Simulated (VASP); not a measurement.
# Se (Fd-3m) in VASP: notebook

Runs on Se. Level: PBE. Tasks: single point.

All numbers are computed with VASP 6.6.1; they aren't measurements. Logs are shortened: lines on timing, memory, paths and dates and some standing lists are left out, and cuts for length are marked.

## 1. The cell of the first run

It takes space group Fd-3m (No. 227, cubic). Conventional cell: a = 6.254 Å, b = 6.254 Å, c = 6.254 Å, α = 90.00°, β = 90.00°, γ = 90.00°. Se (site symmetry -43m) has 4 Se at 2.71 Å within 3.6 Å.

## 2. Single point, PBE (strained)

Contents of INCAR:

```
PREC = Accurate ; ENCUT = 520
EDIFF = 1E-7 ; ISMEAR = 0
SIGMA = 0.1 ; LREAL = False
LASPH = True ; NELM = 100
ALGO = Normal ; ISIF = 2
LWAVE = False ; LCHARG = False
GGA = PE ; NBANDS = 13
```

Contents of KPOINTS:

```
regular mesh
0
Gamma
  12 12 12
```

Contents of POSCAR:

```
Se
1.0
    0.0000000000      3.1271606090      3.1271606090
    3.1271606090      0.0000000000      3.1271606090
    3.1271606090      3.1271606090      0.0000000000
Se
2
Direct
    0.5000000000      0.5000000000      0.5000000000
    0.7500000000      0.7500000000      0.7500000000
```

Potentials or basis: VASP PAW PBE potentials, release 64 (Se).

Command:

```sh
cat potpaw_PBE.64/Se/POTCAR > POTCAR
mpirun -np 1 vasp_std > vasp.out
```

OUTCAR:

```text
PREC = Accurate
   ENCUT = 520
   EDIFF = 1E-7
   ISMEAR = 0
   LREAL = False
   LASPH = True
   NELM = 100
   ISIF = 2
   GGA = PE

 ion  position               nearest neighbor table
   1  0.500  0.500  0.500-   2 2.71   2 2.71   2 2.71   2 2.71
   2  0.750  0.750  0.750-   1 2.71   1 2.71   1 2.71   1 2.71

  LATTYP: Found a face centered cubic cell.
 ALAT       =     6.2543212180

  Lattice vectors:

 A1 = (   0.0000000000,   3.1271606090,   3.1271606090)
 A2 = (   3.1271606090,   0.0000000000,   3.1271606090)
 A3 = (   3.1271606090,   3.1271606090,   0.0000000000)

Analysis of symmetry for initial positions (statically):
=====================================================================
 Subroutine PRICEL returns:
 Original cell was already a primitive cell.

 Routine SETGRP: Setting up the symmetry group for a
 face centered cubic supercell.

 Subroutine GETGRP returns: Found 48 space group operations
 (whereof 24 operations were pure point group operations)
 out of a pool of 48 trial point group operations.

The static configuration has the point symmetry T_d .
 The point group associated with its full space group is O_h .

Analysis of symmetry for dynamics (positions and initial velocities):
=====================================================================
 Subroutine PRICEL returns:
 Original cell was already a primitive cell.

 Routine SETGRP: Setting up the symmetry group for a
 face centered cubic supercell.

 Subroutine GETGRP returns: Found 48 space group operations
 (whereof 24 operations were pure point group operations)
 out of a pool of 48 trial point group operations.

The dynamic configuration has the point symmetry T_d .
 The point group associated with its full space group is O_h .

 Subroutine INISYM returns: Found 48 space group operations
 (whereof 24 operations are pure point group operations),
 and found     1 'primitive' translations

----------------------------------------------------------------------------------------

                                     Primitive cell

  volume of cell :      61.1618

  direct lattice vectors                    reciprocal lattice vectors
     0.000000000  3.127160609  3.127160609    -0.159889453  0.159889453  0.159889453
     3.127160609  0.000000000  3.127160609     0.159889453 -0.159889453  0.159889453
     3.127160609  3.127160609  0.000000000     0.159889453  0.159889453 -0.159889453

  length of vectors
     4.422472945  4.422472945  4.422472945     0.276936657  0.276936657  0.276936657

  position of ions in fractional coordinates (direct lattice)
     0.500000000  0.500000000  0.500000000
     0.750000000  0.750000000  0.750000000

  ion indices of the primitive-cell ions
   primitive index   ion index
                 1           1
                 2           2

----------------------------------------------------------------------------------------

 KPOINTS: regular mesh

Automatic generation of k-mesh.
 Grid dimensions read from file:
 generate k-points for:   12   12   12

 Generating k-lattice:

  Cartesian coordinates                     Fractional coordinates (reciprocal lattice)
    -0.013324121  0.013324121  0.013324121     0.083333333  0.000000000  0.000000000
     0.013324121 -0.013324121  0.013324121     0.000000000  0.083333333  0.000000000
     0.013324121  0.013324121 -0.013324121     0.000000000  0.000000000  0.083333333

  Length of vectors
     0.023078055  0.023078055  0.023078055

  Shift w.r.t. Gamma in fractional coordinates (k-lattice)
     0.000000000  0.000000000  0.000000000

 Subroutine IBZKPT returns following result:
 ===========================================

 Found     72 irreducible k-points:

 Following reciprocal coordinates:
            Coordinates               Weight
  0.000000  0.000000  0.000000      1.000000
  0.083333  0.000000  0.000000      8.000000
  0.166667  0.000000  0.000000      8.000000
  0.250000  0.000000  0.000000      8.000000
  0.333333  0.000000  0.000000      8.000000
  0.416667  0.000000  0.000000      8.000000
[... 16 lines left out ...]
  0.500000  0.166667  0.000000     24.000000
 -0.416667  0.166667  0.000000     24.000000
 [... further k-points ...]
   k-points           NKPTS =     72   k-points in BZ     NKDIM =     72   number of bands    NBANDS=     13
   number of dos      NEDOS =    301   number of ions     NIONS =      2
   total plane-waves  NPLWV =  46656
   dimension x,y,z NGX =    36 NGY =   36 NGZ =   36
   dimension x,y,z NGXF=    72 NGYF=   72 NGZF=   72
   ions per type =               2
   NGX,Y,Z   is equivalent  to a cutoff of  13.53, 13.53, 13.53 a.u.
   NGXF,Y,Z  is equivalent  to a cutoff of  27.07, 27.07, 27.07 a.u.
 SYSTEM =  unknown system
   PREC   = accura    normal or accurate (medium, high low for compatibility)
   ISTART =      0    job   : 0-new  1-cont  2-samecut
   ICHARG =      2    charge: 1-file 2-atom 10-const
   ISPIN  =      1    spin polarized calculation?
   LNONCOLLINEAR =      F non collinear calculations
   LSORBIT =      F    spin-orbit coupling
   LASPH  =      T    aspherical Exc in radial PAW
   ENCUT  =  520.0 eV  38.22 Ry    6.18 a.u.   8.22  8.22  8.22*2*pi/ulx,y,z
   NELM   =    100;   NELMIN=  2; NELMDL= -5     # of ELM steps
   EDIFF  = 0.1E-06   stopping-criterion for ELM
   LREAL  =      F    real-space projection
   EDIFFG = 0.1E-05   stopping-criterion for IOM
   NSW    =      0    number of steps for IOM
   IBRION =     -1    ionic relax: 0-MD 1-quasi-New 2-CG
   NFREE  =      0    steps in history (QN), initial steepest desc. (CG)
   ISIF   =      2    stress and relaxation
   ISYM   =      2    0-nonsym 1-usesym 2-fastsym
   POTIM  = 0.5000    time-step for ionic-motion
   TEBEG  =    0.0;   TEEND  =   0.0 temperature during run
   PSTRESS=    0.0 pullay stress
   NELECT =      12.0000    total number of electrons
   NUPDOWN=      -1.0000    fix difference up-down
   EMIN   =  10.00;   EMAX   =-10.00  energy-range for DOS
   EFERMI =   0.00;   METHOD = LEGACY
   ISMEAR =     0;   SIGMA  =   0.10  broadening in eV -4-tet -1-fermi 0-gaus
   EFERMI_NEDOS =   21; number of points for ismear=-14 and -15
   IALGO  =     38    algorithm
   IMIX   =      4    mixing-type and parameters
     AMIX     =   0.40;   BMIX     =  1.00
     AMIX_MAG =   1.60;   BMIX_MAG =  1.00
  volume/ion in A,a.u.               =      30.58       206.37
  Fermi-wavevector in a.u.,A,eV,Ry     =   0.951280  1.797659 12.312371  0.904934
  Thomas-Fermi vector in A             =   2.079735
   LORBIT       =      0    0 simple, 1 ext, 2 COOP (PROOUT), +10 PAW based schemes
   GGA     = PE    functional components
   LHFCALC =     F    Hartree Fock is set to
   AEXX    =    0.0000 exact exchange contribution
   IVDW    =     0    specifies the selected vdW correction
   LEPSILON=     F    determine dielectric tensor
   LRPA    =     F    only Hartree local field effects (RPA)
 non-spin polarized calculation
 Gauss-broadening in eV      SIGMA  =   0.10
  energy-cutoff  :      520.00
  volume of cell :       61.16
 maximum number of plane-waves:      1676
 NGX is ok and might be reduce to    36
   NGX = 17   NGY = 17   NGZ = 17

 number of electron      12.0000000 magnetization

 Free energy of the ion-electron system (eV)
  ---------------------------------------------------
  ext. energy  EPLUGINS =         0.00000000
  ---------------------------------------------------
  free energy    TOTEN  =        -5.98711541 eV

  energy without entropy =       -5.97924174  energy(sigma->0) =       -5.98317858

 E-fermi :   2.3337     XC(G=0):  -8.3084

 val. band max:        2.3220670710   @ k =   0.4167   0.0833   0.0000
 cond. band min:       2.3727150563   @ k =   0.2500   0.0833   0.0000
 fundamental gap:      0.0506479853
 Fermi energy:         2.3336838557

 k-point     1 :       0.0000    0.0000    0.0000
  band No.  band energies     occupation
      1     -13.1506      2.00000
      2      -7.8203      2.00000
      3      -1.1817      2.00000
      4      -1.1817      2.00000
      5      -1.1817      2.00000
      6       1.5360      2.00000
      7       1.5360      2.00000
      8       1.5360      2.00000
      9       6.7324      0.00000
     10       9.9611      0.00000
     11       9.9611      0.00000
     12      11.9132      0.00000
     13      11.9132      0.00000

 k-point     2 :       0.0833    0.0000    0.0000
  band No.  band energies     occupation
      1     -13.1033      2.00000
      2      -7.9444      2.00000
      3      -1.2487      2.00000
      4      -1.2487      2.00000
      5      -1.2082      2.00000
      6       1.6264      2.00000
      7       1.6358      2.00000
      8       1.6358      2.00000
      9       6.9682      0.00000
     10       9.7449      0.00000
     11       9.7449      0.00000
     12      11.6950      0.00000
     13      12.3573      0.00000

 k-point     3 :       0.1667    0.0000    0.0000
  band No.  band energies     occupation
      1     -12.9651      2.00000
      2      -8.2811      2.00000
      3      -1.4113      2.00000
      4      -1.4113      2.00000
      5      -1.3100      2.00000
      6       1.8839      2.00000
      7       1.8839      2.00000
      8       1.9417      2.00000
      9       7.5607      0.00000
     10       9.4393      0.00000
     11       9.4393      0.00000
     12      11.3304      0.00000
     13      13.3344      0.00000
[... 305 lines left out ...]
 k-point    23 :       0.5000    0.1667    0.0000
  band No.  band energies     occupation
      1     -12.0057      2.00000
      2      -9.9612      2.00000
      3      -2.7695      2.00000
      4      -2.1417      2.00000
      5      -0.5851      2.00000
      6       2.1929      1.95354
      7       3.1365      0.00000
      8       3.9135      0.00000
      9       8.4648      0.00000
     10       9.1484      0.00000
     11      10.5298      0.00000
     12      11.1328      0.00000
     13      12.3893      0.00000

 k-point    24 :      -0.4167    0.1667    0.0000
  band No.  band energies     occupation
      1     -11.9721      2.00000
      2     -10.0076      2.00000
      3      -2.8477      2.00000
      4      -2.0637      2.00000
      5      -0.6418      2.00000
      6       2.4330      0.16004
      7       3.0021      0.00000
      8       3.9387      0.00000
      9       8.3575      0.00000
     10       9.5694      0.00000
     11       9.7912      0.00000
     12      11.2062      0.00000
     13      13.1630      0.00000

 [... further k-points ...]
[... 5 lines left out ...]
  --------------------------------------------------------------------------------------
  -------------------------------------------------------------------------------------
  Total        0.6101316      0.6101316      0.6101316      0.0000000     -0.0000000     -0.0000000
  in kB       15.9828251     15.9828251     15.9828251      0.0000000     -0.0000000     -0.0000000
  external PRESSURE =      15.9828251 kB  Pullay stress =       0.0000000 kB

 VOLUME and BASIS-vectors are now :
 -----------------------------------------------------------------------------
  energy-cutoff  :      520.00
  volume of cell :       61.16
      direct lattice vectors                 reciprocal lattice vectors
     0.000000000  3.127160609  3.127160609    -0.159889453  0.159889453  0.159889453
     3.127160609  0.000000000  3.127160609     0.159889453 -0.159889453  0.159889453
     3.127160609  3.127160609  0.000000000     0.159889453  0.159889453 -0.159889453

 POSITION                                       TOTAL-FORCE (eV/Angst)
 -----------------------------------------------------------------------------------
      3.12716      3.12716      3.12716        -0.000000     -0.000000     -0.000000
      4.69074      4.69074      4.69074         0.000000      0.000000      0.000000
 -----------------------------------------------------------------------------------
    total drift:                                0.000000      0.000000      0.000000

  FREE ENERGIE OF THE ION-ELECTRON SYSTEM (eV)
  ---------------------------------------------------
  free  energy   TOTEN  =        -5.9871154107 eV

  energy  without entropy=       -5.9792417405  energy(sigma->0) =       -5.98317858
```

It took 39 s on 1 thread of Intel Xeon Platinum 8488C (Sapphire Rapids), shared host; peak memory 0.22 GiB.

What came out:

```
Free energy            : -5.9871 eV
Pressure               : 1.6 GPa
Band gap on the k mesh : zero (band 6 reaches 2.63 eV, above the bottom of band 7 at 1.54 eV)
```

Levels at points of the mesh, in eV from the Fermi level:
```tsv
k point	band 4	band 5	band 6	band 7	band 8	band 9
(0.00, 0.00, 0.00)	-3.52	-3.52	-0.80	-0.80	-0.80	4.40
(0.50, 0.00, 0.00)	-4.24	-4.18	0.30	0.30	1.78	6.90
(0.50, 0.50, 0.00)	-5.03	-1.98	-1.98	2.25	2.25	6.25
```

Caveat: the cell differs from its parent crystal (strained).

## 3. Single point, PBE (strained)

Contents of INCAR:

```
  ALGO = Normal
  EDIFF = 1E-6
  ENCUT = 520
  GGA = PE
  ISIF = 2
  ISMEAR = 0
  LASPH = T
  LCHARG = T
  LELF = T
  LREAL = F
  LVHAR = T
  LWAVE = F
  NBANDS = 13
  NELM = 60
  PREC = Accurate
  SIGMA = 0.1
```

Contents of KPOINTS:

```
k-points
0
Gamma
  12 12 12
```

Contents of POSCAR:

```
Se
1.0
    0.0000000000      3.2190835218      3.2190835218
    3.2190835218      0.0000000000      3.2190835218
    3.2190835218      3.2190835218      0.0000000000
Se
2
Direct
    0.5000000000      0.5000000000      0.5000000000
    0.7500000000      0.7500000000      0.7500000000
```

Potentials or basis: VASP PAW PBE potentials, release 64 (Se).

Command:

```sh
cat potpaw_PBE.64/Se/POTCAR > POTCAR
mpirun -np 1 vasp_std > vasp.out
```

Run time: 31 s. Hardware: 1 thread of Intel Xeon Platinum 8488C (Sapphire Rapids), shared host; peak memory 0.22 GiB.

The run converged. Its results:

| Item | Value |
| --- | --- |
| Free energy | -5.9808 eV |
| Pressure | -1.7 GPa |
| Band gap on the k mesh | zero (band 6 reaches 1.90 eV, above the bottom of band 7 at 0.91 eV) |

Levels at points of the mesh, in eV from the Fermi level:
| k point | band 4 | band 5 | band 6 | band 7 | band 8 | band 9 |
| --- | --- | --- | --- | --- | --- | --- |
| (0.00, 0.00, 0.00) | -3.20 | -3.20 | -0.67 | -0.67 | -0.67 | 4.45 |
| (0.50, 0.00, 0.00) | -3.85 | -3.85 | 0.33 | 0.33 | 1.45 | 6.89 |
| (0.50, 0.50, 0.00) | -4.55 | -1.81 | -1.81 | 1.97 | 1.97 | 6.22 |

Caveat: the cell differs from its parent crystal (strained).
